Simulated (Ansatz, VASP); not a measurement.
## Na in VASP and in Ansatz

The input INCAR:

```
  ALGO = Fast
  EDIFF = 1E-7
  ENCUT = 520
  GGA = PE
  ISIF = 2
  ISMEAR = 0
  LASPH = True
  LCHARG = True
  LELF = True
  LREAL = False
  LVHAR = True
  LWAVE = False
  NBANDS = 10
  NELM = 80
  PREC = Accurate
  SIGMA = 0.1
```

Contents of KPOINTS:

```
k-points
0
Gamma
  14 14 14
```

POSCAR

```
Na
1.0
   -2.1348891484      2.1348891484      2.1348891484
    2.1348891484     -2.1348891484      2.1348891484
    2.1348891484      2.1348891484     -2.1348891484
Na
1
Direct
    0.0000000000      0.0000000000      0.0000000000
```

Input for Ansatz:

```yaml
crystal:
  lattice:
    - [-2.1348891484, 2.1348891484, 2.1348891484]
    - [2.1348891484, -2.1348891484, 2.1348891484]
    - [2.1348891484, 2.1348891484, -2.1348891484]
  atoms:
    - { symbol: Na, position: [0.0, 0.0, 0.0] }
basis:
  ecutwfc: 420
kpoints:
  mp_grid: { grid: [14, 14, 14] }
hamiltonian:
  xc: pbe
scf:
  occupations: { method: gaussian, width: 0.1 }
output:
  forces: true
  stress: true
  eigenvalues: true
```

Alike in both runs: task single point; functional PBE; k mesh 14 × 14 × 14; occupations gaussian, width 0.1 eV; no spin polarisation.

|  | VASP | Ansatz |
| --- | --- | --- |
| version | VASP 6.6.1 | Ansatz 0.2.0 |
| potentials or method | VASP PAW PBE potentials, release 64 (Na_pv), cutoff 520 eV | scalar-relativistic, plane waves, PAW |
| valence electrons in the cell | 7 | 9 |

```csv
,VASP,Ansatz,Ansatz less VASP
gap on the k mesh at the Fermi level (eV),none,none,-
pressure (GPa),-0.4,-0.4,+0.01
```

A gap of «none» marks a metal or a gap that the smearing closes. VASP's potentials hold 7 valence electrons a cell and Ansatz's 9, so a difference there can come from the potentials and not from the codes.
